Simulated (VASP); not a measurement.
Here is a VASP 6.6.1 calculation.

INCAR

```
SYSTEM = AlGa3P4
  PREC = Accurate
  ENCUT = 520
  EDIFF = 1E-7
  ISMEAR = 0
  SIGMA = 0.02
  LREAL = .FALSE.
  LASPH = .TRUE.
  NELM = 80
  ALGO = Normal
  ISIF = 2
  LWAVE = .FALSE.
  LCHARG = .FALSE.
  GGA = PE
  NBANDS = 41
```

The input KPOINTS:

```
regular mesh
0
G
  8 8 8
  0 0 0
```

Contents of POSCAR:

```
AlGa3P4
1.0
   -2.6683830443      2.6683830443      5.3367593279
    2.6683830443     -2.6683830443      5.3367593279
    2.6683830443      2.6683830443     -5.3367593279
Al Ga P
1 3 4
Direct
    0.5000000000      0.5000000000      0.0000000000
    0.0000000000      0.0000000000      0.0000000000
    0.2500000000      0.7500000000      0.5000000000
    0.7500000000      0.2500000000      0.5000000000
    0.1254462208      0.1254462208      0.5005118789
    0.3750656581      0.8745537792      0.0000000000
    0.6249343419      0.6249343419      0.4994881211
    0.8745537792      0.3750656581      0.0000000000
```

Potentials or basis: VASP PAW PBE potentials, release 64 (Al, Ga_d, P).

Run with:

```console
$ cat potpaw_PBE.64/Al/POTCAR potpaw_PBE.64/Ga_d/POTCAR potpaw_PBE.64/P/POTCAR > POTCAR
$ mpirun -np 1 vasp_std > vasp.out
```

Problem. Predict the largest force.

Solution. 0.014 eV/Å.

Problem. Predict the pressure.

Solution. 9.0 GPa.

Forces on the atoms (eV/Å):
```
Al   0.000  0.000  0.000
Ga   0.000  0.000  0.000
Ga   0.000  0.000  0.000
Ga   0.000  0.000  0.000
P   -0.009 -0.009 -0.006
P    0.009 -0.009  0.006
P    0.009  0.009 -0.006
P   -0.009  0.009  0.006
```

Caveat: the cell stands under pressure.
